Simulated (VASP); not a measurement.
## TePb: single point with PBE

Crystal: TePb.

```
Pb Te
1.0
     0.00000    3.26784    3.26784
     3.26784    0.00000    3.26784
     3.26784    3.26784    0.00000
Pb Te
1 1
Direct
  0.00000 0.00000 0.00000
  0.50000 0.50000 0.50000
```

| Quantity | Value |
| --- | --- |
| Program | VASP 6.6.1 |
| Task | single point |
| Functional | PBE |
| Potentials or basis | VASP PAW PBE potentials, release 64 (Pb_d, Te) |
| Cutoff | 520 eV |
| k mesh | 2 × 2 × 2 |
| Occupations | gaussian, width 0.01 eV |
| Spin | no spin polarisation |
| Dipole correction | no |
| Further INCAR settings | ALGO = Normal; EDIFF = 1e-07; NBANDS = 17 |

```
Pressure               : 7.2 GPa
Band gap on the k mesh : 0.65 eV, direct
```

Levels at points of the mesh, in eV from the valence-band top:
```
           k point  band 8  band 9  band 10  band 11  band 12  band 13
(0.00, 0.00, 0.00)   -1.14   -1.14    -1.14     3.83     3.83     3.83
(0.50, 0.00, 0.00)   -0.63   -0.63     0.00     0.65     1.08     1.08
(0.50, 0.50, 0.00)   -4.28   -2.61    -2.61     3.32     5.25     5.25
```

Wall time 4.6 s on 1 thread of Intel(R) Xeon(R) 6975P-C (Granite Rapids) (shared host), peak memory 0.19 GiB.

Caveat: the k points lie up to 0.83 Å⁻¹ apart; spin-orbit coupling is left out, which moves the levels of the heavy elements. A k mesh can miss the band edges.
